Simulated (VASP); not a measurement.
## Cu: single point with PBEsol

Cu:

```xyz
2
Lattice="1.1905 -3.9598 0.0000 1.1905 3.9598 0.0000 0.0000 0.0000 2.4677" Properties=species:S:1:pos:R:3 pbc="T T T"
Cu    1.1905    2.8998    0.6169
Cu    1.1905   -2.8998    1.8508
```

This cell differs from its parent crystal: strain -0.0200 x Voigt [1, 0, 0, 0, 0, 0].

```yaml
Program: VASP 6.6.1
Task: single point
Functional: PBEsol
Potentials_or_basis: VASP PAW PBE potentials, release 64 (Cu)
Cutoff: 520 eV
k_mesh: 26 × 26 × 24
Occupations: gaussian, width 0.15 eV
Spin: no spin polarisation
```

* Pressure: 5.2 GPa
* Largest force: 0.089 eV/Å
* Band gap on the k mesh: zero (bands 11 and 12 overlap by 5.74 eV)

Forces on the atoms (eV/Å):
```
Cu   0.000  0.089  0.000
Cu   0.000 -0.089  0.000
```

Stress tensor (GPa, compression positive):
```
8.84 0.00 0.00
0.00 3.58 0.00
0.00 0.00 3.12
```

Levels at points of the mesh, in eV from the Fermi level:
| k point | band 7 | band 8 | band 9 | band 10 | band 11 | band 12 | band 13 | band 14 | band 15 | band 16 |
| --- | --- | --- | --- | --- | --- | --- | --- | --- | --- | --- |
| (0.00, 0.00, 0.00) | -2.30 | -1.98 | -1.81 | -1.66 | -1.44 | -0.21 | 4.85 | 14.67 | 19.41 | 19.82 |
| (0.50, 0.00, 0.00) | -2.79 | -2.53 | -2.16 | -1.66 | -0.37 | 1.51 | 2.72 | 7.20 | 13.14 | 16.00 |
| (0.50, 0.50, 0.00) | -2.67 | -2.36 | -2.31 | -1.90 | -1.57 | -1.50 | 13.64 | 15.36 | 16.56 | 17.59 |
| (0.00, 0.00, 0.50) | -2.68 | -2.68 | -1.68 | -1.68 | -0.04 | -0.04 | 8.17 | 8.17 | 9.45 | 9.45 |
| (0.50, 0.00, 0.50) | -1.82 | -1.82 | -1.22 | -1.22 | 3.84 | 3.84 | 7.70 | 7.70 | 9.93 | 9.93 |
| (0.50, 0.50, 0.50) | -1.96 | -1.96 | -1.57 | -1.57 | -1.11 | -1.11 | 3.72 | 3.72 | 17.89 | 17.89 |

It took 9.9 min on 1 thread of Intel(R) Xeon(R) Platinum 8488C (Sapphire Rapids), on a shared host, peak memory 0.86 GiB.

Caveat: the cell differs from its parent crystal (strain -0.0200 x Voigt [1, 0, 0, 0, 0, 0]); the cell stands under pressure; the PAW data sets were made with another functional, which shifts forces and pressure a little.
